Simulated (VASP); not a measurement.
The system is Al3Ga13As16.

```
Ga Al As
1.0
    11.32536    0.00000    0.00000
     0.00000   11.32536    0.00000
     0.00000    0.00000   11.32536
Ga Al As
26 6 32
Direct
  0.99940 0.00004 0.00045
  0.99883 0.99742 0.50397
  0.00064 0.49961 0.50013
  0.50074 0.99801 0.00144
  0.49933 0.99791 0.49803
  0.50166 0.49827 0.99911
  0.50217 0.49922 0.50207
  0.25029 0.24937 0.50034
  0.24899 0.74996 0.99964
  0.24747 0.74971 0.49731
  0.75078 0.24982 0.49916
  0.75220 0.75033 0.99683
  0.75061 0.75087 0.50040
  0.25216 0.00593 0.24841
  0.25118 0.99843 0.74891
  0.25188 0.49811 0.24908
  0.24877 0.50188 0.74906
  0.74930 0.99884 0.24748
  0.74901 0.99682 0.75038
  0.75002 0.50164 0.74679
  0.99923 0.74633 0.25014
  0.00029 0.74882 0.74587
  0.49671 0.25064 0.24440
  0.50211 0.24793 0.74983
  0.49836 0.75245 0.24861
  0.49686 0.74802 0.74805
  0.99853 0.50134 0.99985
  0.24994 0.24592 0.99886
  0.74908 0.25153 0.99939
  0.75092 0.50335 0.24699
  0.00253 0.25175 0.25101
  0.99713 0.25099 0.74831
  0.12503 0.12373 0.12492
  0.12294 0.12258 0.62718
  0.12353 0.62507 0.12279
  0.12623 0.62397 0.62515
  0.62725 0.12434 0.12277
  0.62440 0.12416 0.62641
  0.62781 0.62681 0.12771
  0.62431 0.62558 0.62400
  0.37436 0.37661 0.12297
  0.37463 0.37478 0.62583
  0.37597 0.87722 0.12573
  0.37267 0.87691 0.62182
  0.87290 0.37558 0.12654
  0.87935 0.37414 0.62634
  0.87240 0.87593 0.12559
  0.87505 0.87455 0.62441
  0.37138 0.12496 0.37720
  0.37379 0.12493 0.87826
  0.37357 0.62600 0.37414
  0.37687 0.62583 0.87497
  0.87849 0.12171 0.37616
  0.87277 0.12881 0.87417
  0.87386 0.62626 0.37562
  0.87650 0.62583 0.87711
  0.12583 0.37561 0.37344
  0.12509 0.37221 0.87853
  0.12560 0.87216 0.37737
  0.12431 0.87479 0.87425
  0.62815 0.37700 0.37806
  0.62546 0.37584 0.87501
  0.62573 0.87736 0.37741
  0.62703 0.87422 0.87617
```

- Program: VASP 6.6.1
- Task: relaxation of volume and atoms at fixed shape
- Functional: PBEsol
- Potentials or basis: VASP PAW PBE potentials, release 64 (Ga_d, Al, As)
- Cutoff: 500 eV
- k mesh: 1 × 1 × 1, shifted
- Occupations: fermi-dirac, width 0.05 eV
- Spin: no spin polarisation

At the start: pressure 0.3 GPa; volume 22.70 Å³/atom.

Q: How do energy, volume and symmetry change on relaxing?

A: Over 10 steps the energy falls by 7.2 meV/atom and the volume is 22.74 Å³/atom (+0.2 %); space group P1 (No. 1, to 0.1 Å) before, Cm (No. 8, to 0.1 Å).

The path:
```
step  energy change (eV)  largest force (eV/Å)  pressure (GPa)  volume (Å³)
   1              0.0000                0.8579            0.27      1452.63
   2             -0.4007                0.3075           -0.21      1460.74
   3             -0.4164                0.2530           -0.31      1462.71
   4             -0.4442                0.1229            0.12      1453.47
   5             -0.4445                0.1133            0.19      1452.18
   6             -0.4543                0.0567            0.03      1455.40
   7             -0.4554                0.0783           -0.03      1456.82
   8             -0.4593                0.0493           -0.03      1456.65
   9             -0.4609                0.0489           -0.02      1456.45
  10             -0.4627                0.0265            0.02      1455.57
```

Final structure:
```yaml
crystal:
  lattice:
    - [11.33300, 0.00000, 0.00000]
    - [0.00000, 11.33300, 0.00000]
    - [0.00000, 0.00000, 11.33300]
  atoms:
    - { symbol: Ga, position: [0.99958, 0.99926, 0.99979] }
    - { symbol: Ga, position: [0.00048, 0.99885, 0.50055] }
    - { symbol: Ga, position: [0.00063, 0.50009, 0.49960] }
    - { symbol: Ga, position: [0.50061, 0.99911, 0.00063] }
    - { symbol: Ga, position: [0.49969, 0.00065, 0.49965] }
    - { symbol: Ga, position: [0.50059, 0.50107, 0.99958] }
    - { symbol: Ga, position: [0.49999, 0.49899, 0.50017] }
    - { symbol: Ga, position: [0.25000, 0.25035, 0.50077] }
    - { symbol: Ga, position: [0.24965, 0.75046, 0.00023] }
    - { symbol: Ga, position: [0.24993, 0.74917, 0.49887] }
    - { symbol: Ga, position: [0.75011, 0.24953, 0.49982] }
    - { symbol: Ga, position: [0.75037, 0.75013, 0.99915] }
    - { symbol: Ga, position: [0.74979, 0.75052, 0.49986] }
    - { symbol: Ga, position: [0.25006, 0.00067, 0.25054] }
    - { symbol: Ga, position: [0.25044, 0.99933, 0.74997] }
    - { symbol: Ga, position: [0.25098, 0.50034, 0.24939] }
    - { symbol: Ga, position: [0.25070, 0.50011, 0.75051] }
    - { symbol: Ga, position: [0.75023, 0.00038, 0.24993] }
    - { symbol: Ga, position: [0.74956, 0.99949, 0.75015] }
    - { symbol: Ga, position: [0.75006, 0.50097, 0.74852] }
    - { symbol: Ga, position: [0.00016, 0.75003, 0.24970] }
    - { symbol: Ga, position: [0.00061, 0.74955, 0.74940] }
    - { symbol: Ga, position: [0.49963, 0.25066, 0.24994] }
    - { symbol: Ga, position: [0.50048, 0.24980, 0.74982] }
    - { symbol: Ga, position: [0.49970, 0.75085, 0.24987] }
    - { symbol: Ga, position: [0.49891, 0.74992, 0.74914] }
    - { symbol: Al, position: [0.99982, 0.49950, 0.99992] }
    - { symbol: Al, position: [0.25019, 0.24876, 0.99947] }
    - { symbol: Al, position: [0.74931, 0.25047, 0.99976] }
    - { symbol: Al, position: [0.74925, 0.50050, 0.25028] }
    - { symbol: Al, position: [0.99997, 0.24966, 0.25042] }
    - { symbol: Al, position: [0.99948, 0.24963, 0.74949] }
    - { symbol: As, position: [0.12466, 0.12440, 0.12495] }
    - { symbol: As, position: [0.12529, 0.12438, 0.62513] }
    - { symbol: As, position: [0.12483, 0.62488, 0.12453] }
    - { symbol: As, position: [0.12576, 0.62434, 0.62468] }
    - { symbol: As, position: [0.62465, 0.12531, 0.12546] }
    - { symbol: As, position: [0.62526, 0.12486, 0.62478] }
    - { symbol: As, position: [0.62493, 0.62637, 0.12478] }
    - { symbol: As, position: [0.62422, 0.62526, 0.62416] }
    - { symbol: As, position: [0.37532, 0.37499, 0.12370] }
    - { symbol: As, position: [0.37509, 0.37471, 0.62557] }
    - { symbol: As, position: [0.37430, 0.87532, 0.12521] }
    - { symbol: As, position: [0.37433, 0.87469, 0.62372] }
    - { symbol: As, position: [0.87467, 0.37524, 0.12577] }
    - { symbol: As, position: [0.87482, 0.37523, 0.62396] }
    - { symbol: As, position: [0.87471, 0.87471, 0.12472] }
    - { symbol: As, position: [0.87475, 0.87458, 0.62536] }
    - { symbol: As, position: [0.37477, 0.12607, 0.37507] }
    - { symbol: As, position: [0.37625, 0.12393, 0.87472] }
    - { symbol: As, position: [0.37574, 0.62445, 0.37455] }
    - { symbol: As, position: [0.37465, 0.62558, 0.87524] }
    - { symbol: As, position: [0.87550, 0.12422, 0.37590] }
    - { symbol: As, position: [0.87446, 0.12477, 0.87518] }
    - { symbol: As, position: [0.87495, 0.62536, 0.37500] }
    - { symbol: As, position: [0.87533, 0.62504, 0.87438] }
    - { symbol: As, position: [0.12586, 0.37501, 0.37461] }
    - { symbol: As, position: [0.12521, 0.37462, 0.87475] }
    - { symbol: As, position: [0.12483, 0.87458, 0.37447] }
    - { symbol: As, position: [0.12478, 0.87474, 0.87470] }
    - { symbol: As, position: [0.62502, 0.37441, 0.37541] }
    - { symbol: As, position: [0.62510, 0.37606, 0.87391] }
    - { symbol: As, position: [0.62491, 0.87566, 0.37463] }
    - { symbol: As, position: [0.62449, 0.87414, 0.87444] }
```

Caveat: the PAW data sets were made with another functional, which shifts forces and pressure a little.
